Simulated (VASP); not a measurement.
A run of VASP 6.6.1 is set up as follows.

Contents of INCAR:

```
SYSTEM = YN2
PREC = Accurate ; ENCUT = 600
EDIFF = 1E-6 ; ISMEAR = 0
SIGMA = 0.05 ; LREAL = .FALSE.
LASPH = .TRUE. ; NELM = 60
ALGO = Normal ; ISIF = 3
LWAVE = .FALSE. ; LCHARG = .FALSE.
GGA = PS ; IBRION = 2
NSW = 80 ; EDIFFG = -0.01
```

Contents of KPOINTS:

```
regular mesh
0
G
  10 10 6
  0 0 0
```

Contents of POSCAR:

```
YN2
1.0
    3.4838510806      0.0000000000      0.0000000000
   -1.7419255403      3.0171035388      0.0000000000
    0.0000000000      0.0000000000      5.6201748564
Y N
1 2
Direct
    0.0000000000      0.0000000000      0.0000000000
    0.3333333333      0.6666666667      0.2520000000
    0.6666666667      0.3333333333      0.7480000000
```

Potentials or basis: VASP PAW PBE potentials, release 64 (Y_sv, N).

The run is started by

```sh
$ cat potpaw_PBE.64/Y_sv/POTCAR potpaw_PBE.64/N/POTCAR > POTCAR
$ mpirun -np 1 vasp_std > vasp.out
```

Q: Estimate the relaxed volume.

A: 10.94 Å³/atom.

Q: What does it give for the relaxed cell?

A: a = 3.454 Å, b = 3.454 Å, c = 3.176 Å, α = 90.00°, β = 90.00°, γ = 120.00°.

Q: Predict the band gap on the k mesh.

A: Zero (an odd number of electrons rules out a gap without spin polarisation).

Q: Predict the space group after relaxing (to 0.1 Å).

A: P6/mmm (No. 191).

Final structure:
```
Y N
1.0
     3.45441    0.00000    0.00000
    -1.72721    2.99161    0.00000
     0.00000    0.00000    3.17624
Y N
1 2
Direct
  0.00000 0.00000 0.00000
  0.33333 0.66667 0.49996
  0.66667 0.33333 0.50004
```

Caveat: the volume moved by over 15 % at a fixed basis, so the end points are rough; the PAW data sets were made with another functional, which shifts forces and pressure a little; an odd number of electrons without spin polarisation forces a metal; a magnetic or distorted state may lie lower.
